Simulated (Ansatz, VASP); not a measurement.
**One calculation of SnSe, two programs**

```
CELL_PARAMETERS angstrom
0.00000 2.98078 2.98078
2.98078 0.00000 2.98078
2.98078 2.98078 0.00000
ATOMIC_POSITIONS crystal
Sn 0.00000 0.00000 0.00000
Se 0.25000 0.25000 0.25000
```

Change from the starting cell: volume scaled by 0.72, LAPW.

Alike in both runs: task single point; functional PBEsol; k mesh 12 × 12 × 12; occupations fermi-dirac, width 0.08 eV; no spin polarisation.

```csv
,VASP,Ansatz
version,VASP 6.6.1,Ansatz 0.2.0
potentials or method,"VASP PAW PBE potentials, release 64 (Sn_d, Se), cutoff 520 eV","all-electron LAPW, scalar-relativistic"
```

VASP gave:

| Property | Result |
| --- | --- |
| pressure (GPa) | 19.4 |

Question: Which values does Ansatz return?

Answer: Pressure (GPa): 19.3.

VASP's potentials were made for PBE, not for PBEsol. Ansatz ran all-electron here, and VASP with PAW potentials.
